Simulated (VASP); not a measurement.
Input of a VASP 6.6.1 run:

The input INCAR:

```
SYSTEM = Be16N
PREC = Accurate
ENCUT = 520
EDIFF = 1E-6
ISMEAR = 0
SIGMA = 0.15
LREAL = Auto
LASPH = .True.
NELM = 100
ALGO = Normal
ISIF = 2
LWAVE = .False.
LCHARG = .False.
GGA = CA
NBANDS = 32
```

Contents of KPOINTS:

```
regular mesh
0
Gamma
  5 5 3
  0 0 0
```

The input POSCAR:

```
Be16N
1.0
   -2.2900000000     -3.9663960000      0.0000000000
    3.4350000000     -1.9831980000      0.0000000000
    0.0000000000      0.0000000000      7.1768600000
Be N
16 1
Direct
    0.7511781005      0.4868908498     -0.0147667415
    0.4909278858      0.3299884837      0.2553256567
    0.7510762911      0.4993548084      0.5061478294
    0.4994145238      0.3368279578      0.7442056068
    0.4909967061      0.0046933549     -0.0071994440
    0.2512318619      0.7979002886      0.2586525757
    0.4993995335     -0.0021982739      0.5039388259
    0.2510899509      0.8394343818      0.7423446592
    0.2512100931      0.5368255780     -0.0105206534
    0.0113926450      0.3301529778      0.2553337260
    0.2510895519      0.4952010717      0.5058012506
    0.0028080487      0.3368260331      0.7442016102
    0.0114231314      0.0045843974     -0.0071842464
    0.7511555443      0.8478140093      0.2628989383
    0.0028191419     -0.0021935913      0.5039369284
    0.7510888025      0.8352739166      0.7419865244
    0.7512407077      0.1673678062      0.1240787338
```

Potentials or basis: VASP PAW LDA potentials, release 64 (Be, N).

Launch:

```sh
$ cat potpaw_LDA.64/Be/POTCAR potpaw_LDA.64/N/POTCAR > POTCAR
$ mpirun -np 1 vasp_std > vasp.out
```

(1) What does it give for the largest force?

(2) Estimate the band gap on the k mesh.

## Answers

(1) 0.011 eV/Å.

(2) zero (an odd number of electrons rules out a gap without spin polarisation).
